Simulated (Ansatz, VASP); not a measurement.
WSe2 in VASP and in Ansatz

```
Se W
1.0
     3.51551    0.00000    0.00000
    -1.75775    3.04452    0.00000
     0.00000    0.00000   32.73749
Se W
2 1
Direct
  0.33333 0.66667 0.45092
  0.33333 0.66667 0.54908
  0.66667 0.33333 0.50000
```

Change from the starting cell: biaxial strain +0.070, atoms relaxed.

Alike in both runs: functional PBE; dispersion D3(BJ); k mesh 12 × 12 × 1; occupations gaussian, width 0.02 eV; no spin polarisation.

Ansatz relaxed the structure, and its values are those at the end. VASP's run is a single point on that final structure, the one shown.

|  | VASP | Ansatz |
| --- | --- | --- |
| version | VASP 6.6.1 | Ansatz 0.2.0 |
| potentials or method | VASP PAW PBE potentials, release 64 (Se, W_sv), cutoff 520 eV | scalar-relativistic, plane waves, PAW |
| valence electrons in the cell | 26 | 46 |

|  | VASP | Ansatz | Ansatz less VASP |
| --- | --- | --- | --- |
| gap on the k mesh at the Fermi level (eV) | 0.67 | 0.67 | +0.006 |
| least direct gap on the mesh (eV) | 0.99 | 0.99 | +0.002 |
| rms of the force components (eV/Å) | 0.017 | 0.000 | -0.0167 |

VASP's potentials hold 26 valence electrons a cell and Ansatz's 46, so a difference there can come from the potentials and not from the codes. Ansatz's warnings: stress scf threshold loose, xc potential rough in thin density.

Neither program's run includes spin-orbit coupling.
